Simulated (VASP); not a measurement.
Set up this calculation in VASP 6.6.1, as the native input.

```yaml
Task: single point
Functional: PBE
Potentials_or_basis: VASP PAW PBE potentials, release 64 (Ho_3, Hg, F), 4f in core
Cutoff: 600 eV
k_mesh: 10 × 10 × 10
Occupations: gaussian, width 0.1 eV
Spin: no spin polarisation
Dipole_correction: no
Further_INCAR_settings: ALGO = Normal; EDIFF = 1e-06; NBANDS = 34
```

The structure of HoHgF4 lies in POSCAR:

```
HoHgF4
1.0
    0.0000000000      3.4230224668      3.4230224668
    3.4230224668      0.0000000000      3.4230224668
    3.4230224668      3.4230224668      0.0000000000
Ho Hg F
1 1 4
Direct
    0.7500000000      0.7500000000      0.7500000000
    0.5000000000      0.5000000000      0.5000000000
    0.1241734276      0.1241734276      0.1241734276
    0.1241734276      0.1241734276      0.6274797172
    0.6274797172      0.1241734276      0.1241734276
    0.1241734276      0.6274797172      0.1241734276
```

The cell was generated, and may not be a known phase.

One way to write it, as run:

INCAR

```
ALGO = Normal ; EDIFF = 1E-6
ENCUT = 600 ; GGA = PE
GGA_COMPAT = False ; ISIF = 2
ISMEAR = 0 ; LASPH = True
LCHARG = True ; LELF = True
LMAXMIX = 6 ; LREAL = False
LVHAR = True ; LWAVE = False
NBANDS = 34 ; NELM = 200
PREC = Accurate ; SIGMA = 0.1
```

KPOINTS

```
k-points
0
Gamma
  10 10 10
```

Potentials or basis: VASP PAW PBE potentials, release 64 (Ho_3, Hg, F), 4f in core.

The run is started by

```console
$ cat potpaw_PBE.64/Ho_3/POTCAR potpaw_PBE.64/Hg/POTCAR potpaw_PBE.64/F/POTCAR > POTCAR
$ mpirun -np 1 vasp_std > vasp.out
```

It gave:

```json
{"Pressure": "-0.4 GPa", "Largest force": "0.013 eV/Å", "Band gap on the k mesh": "zero (an odd number of electrons rules out a gap without spin polarisation)"}
```

Caveat: spin-orbit coupling is left out, which moves the levels of the heavy elements; the 4f electrons are frozen in the core, so they carry no moment and show no levels; an odd number of electrons without spin polarisation forces a metal; a magnetic or distorted state may lie lower; the run has no spin polarisation, though such a crystal can be magnetic.

It took 2.1 min on 1 thread of Intel(R) Xeon(R) Platinum 8488C (Sapphire Rapids), on a shared host, peak memory 0.34 GiB.
